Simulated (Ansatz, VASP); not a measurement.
## Two plane-wave programs on Si3IrRu

```
CELL_PARAMETERS angstrom
4.55460 0.00000 0.00000
0.00000 4.55460 0.00000
0.00000 0.00000 4.55460
ATOMIC_POSITIONS crystal
Si 0.00000 0.50000 0.50000
Si 0.50000 0.50000 0.00000
Si 0.50000 0.00000 0.50000
Ru 0.00000 0.00000 0.00000
Ir 0.50000 0.50000 0.50000
```

Change from the starting cell: species swapped into the Ti3InN type (Pm-3m, No. 221).

Alike in both runs: functional PBE; k mesh 4 × 4 × 4; occupations gaussian, width 0.2 eV; no spin polarisation.

Ansatz relaxed the structure, and its values are those at the end. VASP's run is a single point on that final structure, the one shown.

|  | VASP | Ansatz |
| --- | --- | --- |
| version | VASP 6.6.1 | Ansatz 0.2.0 |
| potentials or method | VASP PAW PBE potentials, release 64 (Si, Ru_pv, Ir), cutoff 500 eV | scalar-relativistic, plane waves, PAW |
| valence electrons in the cell | 35 | 45 |

```csv
,VASP,Ansatz,Ansatz less VASP
gap on the k mesh at the Fermi level (eV),none,none,-
pressure (GPa),0.3,0.1,-0.18
```

A gap of «none» marks a metal or a gap that the smearing closes. VASP's potentials hold 35 valence electrons a cell and Ansatz's 45, so a difference there can come from the potentials and not from the codes.

Neither program's run includes spin-orbit coupling.
